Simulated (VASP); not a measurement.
Rh:

```xyz
1
Lattice="0.0000 1.8979 1.8979 1.8979 0.0000 1.8979 1.8979 1.8979 0.0000" Properties=species:S:1:pos:R:3 pbc="T T T"
Rh    0.0000    0.0000    0.0000
```

Base run:

- Program: VASP 6.6.1
- Functional: revPBE
- Potentials or basis: VASP PAW PBE potentials, release 64 (Rh_pv)
- Cutoff: 520 eV
- k mesh: 13 × 13 × 13
- Occupations: methfessel-paxton, width 0.1 eV
- Spin: no spin polarisation

Its results: pressure 11.0 GPa.

Problem. The run is repeated on the same cell with these changes: functional from revPBE to RPBE; further incar settings from ALGO = Normal; EDIFF = 1e-07; NBANDS = 14 to ALGO = Normal; EDIFF = 1e-06; NBANDS = 14. What comes out?

Solution. Pressure 12.3 GPa.

Caveats: the PAW data sets were made with another functional, which shifts forces and pressure a little.
